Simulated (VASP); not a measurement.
# Al8N7 (a cell with a defect) in VASP: a series of runs, part 2 of 2

VASP 6.6.1.

## (3) Single point, PBE

The input, INCAR:

```
PREC     = Accurate       # precision mode
ENCUT    = 520            # plane-wave cutoff, eV
EDIFF    = 1E-7           # SCF threshold, eV
ISMEAR   = 0              # smearing method
SIGMA    = 0.05           # smearing width, eV
LREAL    = Auto         
LASPH    = True           # aspherical terms in the spheres
NELM     = 60             # most SCF steps
ALGO     = Normal         # electronic algorithm
ISIF     = 2              # what is computed and relaxed
LWAVE    = False          # write WAVECAR
LCHARG   = False          # write CHGCAR
GGA      = PE             # functional
NELECT   = 56.0         
NBANDS   = 42             # bands
```

The input, KPOINTS:

```
Automatic mesh
0
Gamma
  4 4 4
```

The input, POSCAR:

```
Al8N7
1.0
    0.0000000000      4.0705261175     -4.0705261175
    4.0705261175      4.0705261175      0.0000000000
    4.0705261175      0.0000000000     -4.0705261175
Al N
8 7
Direct
    0.2500000000      0.7500000000      0.2500000000
    0.2500000000      0.2500000000      0.2500000000
    0.7500000000      0.7500000000      0.2500000000
    0.7500000000      0.2500000000      0.2500000000
    0.2500000000      0.7500000000      0.7500000000
    0.2500000000      0.2500000000      0.7500000000
    0.7500000000      0.7500000000      0.7500000000
    0.7500000000      0.2500000000      0.7500000000
    0.5614171222     -0.2489171222      0.0614171222
    1.0000000000      0.5000000000      0.0000000000
    1.0000000000      0.0000000000      0.0000000000
    0.5000000000      0.5000000000      0.5000000000
    0.5000000000      0.0000000000      0.5000000000
    1.0000000000      0.5000000000      0.5000000000
    1.0000000000      0.0000000000      0.5000000000
```

Potentials or basis: VASP PAW PBE potentials, release 64 (Al, N).

Launch:

```
$ cat potpaw_PBE.64/Al/POTCAR potpaw_PBE.64/N/POTCAR > POTCAR
$ mpirun -np 1 vasp_std > vasp.out
```

OUTCAR:

```text
PREC = Accurate
   ENCUT = 520
   EDIFF = 1E-7
   ISMEAR = 0
   LREAL = Auto
   LASPH = True
   NELM = 60
   ISIF = 2
   GGA = PE
   NELECT = 56.0

 ion  position               nearest neighbor table
   1  0.250  0.750  0.250-   9 1.57  11 2.04  12 2.04  14 2.04  15 2.04   5 2.88   2 2.88   3 2.88
                             5 2.88   6 2.88   7 2.88   2 2.88   4 2.88   6 2.88   3 2.88   4 2.88
   2  0.250  0.250  0.250-  10 2.04  13 2.04  14 2.04  15 2.04   4 2.88   6 2.88   1 2.88   5 2.88
                             6 2.88   8 2.88   1 2.88   3 2.88   5 2.88   3 2.88   4 2.88   8 2.88
   3  0.750  0.750  0.250-   9 1.88  10 2.04  11 2.04  12 2.04  13 2.04  14 2.04   1 2.88   4 2.88
                             7 2.88   5 2.88   7 2.88   8 2.88   2 2.88   4 2.88   8 2.88   1 2.88
   4  0.750  0.250  0.250-  10 2.04  11 2.04  12 2.04  13 2.04  15 2.04   9 2.36   8 2.88   2 2.88
                             3 2.88   6 2.88   7 2.88   8 2.88   1 2.88   3 2.88   7 2.88   1 2.88
   5  0.250  0.750  0.750-  10 2.04  11 2.04  12 2.04  13 2.04  15 2.04   7 2.88   1 2.88   6 2.88
                             1 2.88   2 2.88   3 2.88   2 2.88   6 2.88   8 2.88   3 2.88   7 2.88
   6  0.250  0.250  0.750-  10 2.04  11 2.04  12 2.04  13 2.04  14 2.04   8 2.88   2 2.88   5 2.88
                             1 2.88   2 2.88   4 2.88   1 2.88   5 2.88   7 2.88   4 2.88   7 2.88
   7  0.750  0.750  0.750-   9 1.57  10 2.04  13 2.04  14 2.04  15 2.04   8 2.88   3 2.88   5 2.88
                             1 2.88   3 2.88   4 2.88   4 2.88   6 2.88   8 2.88   1 2.88   5 2.88
   8  0.750  0.250  0.750-  11 2.04  12 2.04  14 2.04  15 2.04   6 2.88   7 2.88   4 2.88   2 2.88
                             3 2.88   4 2.88   3 2.88   5 2.88   7 2.88   2 2.88   5 2.88   6 2.88
   9  0.561  0.751  0.061-   1 1.57   7 1.57   3 1.88   4 2.36
  10  0.000  0.500  0.000-   2 2.04   3 2.04   4 2.04   5 2.04   6 2.04   7 2.04
  11  0.000  0.000  0.000-   1 2.04   3 2.04   4 2.04   5 2.04   6 2.04   8 2.04
  12  0.500  0.500  0.500-   1 2.04   3 2.04   4 2.04   5 2.04   6 2.04   8 2.04
  13  0.500  0.000  0.500-   2 2.04   3 2.04   4 2.04   5 2.04   6 2.04   7 2.04
  14  0.000  0.500  0.500-   1 2.04   2 2.04   3 2.04   6 2.04   7 2.04   8 2.04
  15  0.000  0.000  0.500-   1 2.04   2 2.04   4 2.04   5 2.04   7 2.04   8 2.04

  LATTYP: Found a face centered cubic cell.
 ALAT       =     8.1410522350
[... 205 lines left out ...]
  free energy    TOTEN  =      -127.27586026 eV

  energy without entropy =     -127.27161305  energy(sigma->0) =     -127.27373666

 E-fermi :   9.1813     XC(G=0): -11.6380

 val. band max:        9.1768309383   @ k =   0.0000   0.0000   0.0000
 cond. band min:       9.1821085106   @ k =   0.0000   0.2500   0.0000
 fundamental gap:      0.0052775724
 Fermi energy:         9.1813001303

 k-point     1 :       0.0000    0.0000    0.0000
  band No.  band energies     occupation
      1      -8.0527      2.00000
      2      -5.8108      2.00000
      3      -5.0041      2.00000
      4      -4.6510      2.00000
      5      -4.1171      2.00000
      6      -3.9494      2.00000
[... 1021 lines left out ...]
     39      18.2002      0.00000
     40      18.4236      0.00000
 [bands above 40 left out]

------------------------ aborting loop because EDIFF is reached ----------------------------------------

  FORCE on cell =-STRESS in cart. coord.  units (eV):
  Direction    XX          YY          ZZ          XY          YZ          ZX
  --------------------------------------------------------------------------------------
  -------------------------------------------------------------------------------------
  Total      -20.3425963    -20.3425963    -22.6576441    -10.1748214     -1.4371743     -1.4371743
  in kB     -241.6213638   -241.6213638   -269.1185909   -120.8525299    -17.0701918    -17.0701917
  external PRESSURE =    -250.7871062 kB  Pullay stress =       0.0000000 kB

 VOLUME and BASIS-vectors are now :
 -----------------------------------------------------------------------------
  energy-cutoff  :      520.00
  volume of cell :      134.89
      direct lattice vectors                 reciprocal lattice vectors
     0.000000000  4.070526118 -4.070526118    -0.122834244  0.122834244 -0.122834244
     4.070526118  4.070526118  0.000000000     0.122834244  0.122834244  0.122834244
     4.070526118  0.000000000 -4.070526118     0.122834244 -0.122834244 -0.122834244

 POSITION                                       TOTAL-FORCE (eV/Angst)
 -----------------------------------------------------------------------------------
      4.07053      4.07053     -2.03526         7.325953     -9.341347      3.030946
      2.03526      2.03526     -2.03526         2.302083     -2.962368      0.076873
      4.07053      6.10579     -4.07053         0.185884      0.185884     -2.771097
      2.03526      4.07053     -4.07053         0.156998      0.156998     -2.913619
      6.10579      4.07053     -4.07053        -0.227021     -0.227021      3.023253
      4.07053      2.03526     -4.07053        -0.055224     -0.055224      2.215489
      6.10579      6.10579     -6.10579        -9.341347      7.325953      3.030946
      4.07053      4.07053     -6.10579        -2.962368      2.302083      0.076873
      3.30730      5.34257     -2.53526         3.529770      3.529770     -0.107209
      2.03526      2.03526      0.00000        -1.993168      1.025737     -3.364711
      0.00000      0.00000      0.00000         0.204571     -0.255256      0.571091
      4.07053      4.07053     -4.07053         1.025737     -1.993168     -3.364711
      2.03526      2.03526     -4.07053        -0.255256      0.204571      0.571091
      4.07053      2.03526     -2.03526         0.061027      0.061027     -0.007473
      2.03526      0.00000     -2.03526         0.042362      0.042362     -0.067743
 -----------------------------------------------------------------------------------
    total drift:                                0.000916      0.000916      0.000627

  FREE ENERGIE OF THE ION-ELECTRON SYSTEM (eV)
  ---------------------------------------------------
  free  energy   TOTEN  =      -127.2758602646 eV

  energy  without entropy=     -127.2716130528  energy(sigma->0) =     -127.27373666
```

OSZICAR:

```text
N       E                     dE             d eps       ncg     rms          rms(c)
DAV:   1     0.168405555049E+03    0.16841E+03   -0.26034E+04  2016   0.122E+03
DAV:   2    -0.122822363998E+03   -0.29123E+03   -0.27812E+03  2542   0.237E+02
DAV:   3    -0.141408475527E+03   -0.18586E+02   -0.18455E+02  2472   0.643E+01
DAV:   4    -0.141600622487E+03   -0.19215E+00   -0.19185E+00  2584   0.702E+00
DAV:   5    -0.141603077391E+03   -0.24549E-02   -0.24540E-02  2504   0.793E-01    0.216E+01
DAV:   6    -0.127644442929E+03    0.13959E+02   -0.59311E+01  2274   0.302E+01    0.857E+00
DAV:   7    -0.127383581533E+03    0.26086E+00   -0.41419E+00  2436   0.109E+01    0.507E+00
DAV:   8    -0.127305054785E+03    0.78527E-01   -0.49137E-01  2412   0.354E+00    0.295E+00
DAV:   9    -0.127277333944E+03    0.27721E-01   -0.15218E-01  2518   0.199E+00    0.461E-01
DAV:  10    -0.127275957662E+03    0.13763E-02   -0.12767E-02  2510   0.628E-01    0.352E-01
DAV:  11    -0.127275902768E+03    0.54894E-04   -0.49729E-03  2464   0.349E-01    0.176E-01
DAV:  12    -0.127275862933E+03    0.39834E-04   -0.73028E-04  2478   0.167E-01    0.803E-02
DAV:  13    -0.127275866210E+03   -0.32764E-05   -0.25575E-04  2448   0.830E-02    0.354E-02
DAV:  14    -0.127275861586E+03    0.46238E-05   -0.23257E-05  2454   0.296E-02    0.226E-02
DAV:  15    -0.127275860219E+03    0.13666E-05   -0.12973E-05  2472   0.164E-02    0.510E-03
DAV:  16    -0.127275860267E+03   -0.47780E-07   -0.10287E-06  2454   0.502E-03    0.160E-03
DAV:  17    -0.127275860265E+03    0.25102E-08   -0.75840E-08  1244   0.139E-03
   1 F= -.12727586E+03 E0= -.12727374E+03  d E =-.424721E-02
```

stdout:

```text
POSCAR found type information on POSCAR AlN
 POSCAR found :  2 types and      15 ions
 scaLAPACK will be used
 LDA part: xc-table for (Slater+PW92), standard interpolation
 POSCAR, INCAR and KPOINTS ok, starting setup
 FFT: planning ... GRIDC
 FFT: planning ... GRID_SOFT
 FFT: planning ... GRID
 WAVECAR not read
 entering main loop
 the old and the new charge density differ
 old charge density:    59.00000 new   56.00000
    0.216E+01
```

Run time: 3.5 min. Hardware: 1 thread of Intel Xeon 6975P-C (Granite Rapids), shared host; peak memory 0.34 GiB.

What came out:

```yaml
Free_energy: -127.2759 eV
Largest_force: 12.252 eV/Å
```

Forces in eV/Å, atoms in the order of the input:
```
Al   7.326 -9.341  3.031
Al   2.302 -2.962  0.077
Al   0.186  0.186 -2.771
Al   0.157  0.157 -2.914
Al  -0.227 -0.227  3.023
Al  -0.055 -0.055  2.215
Al  -9.341  7.326  3.031
Al  -2.962  2.302  0.077
N    3.530  3.530 -0.107
N   -1.993  1.026 -3.365
N    0.205 -0.255  0.571
N    1.026 -1.993 -3.365
N   -0.255  0.205  0.571
N    0.061  0.061 -0.007
N    0.042  0.042 -0.068
```

Caveat: the cell carries a net charge on a neutralising background, which shifts energy and pressure; the cell differs from its parent crystal (atoms taken out, atom 9 moved 0.375 of the way to it and -0.500 Å across, host rigid); the cell is charged against a uniform background, so pressure and absolute levels hang on convention.
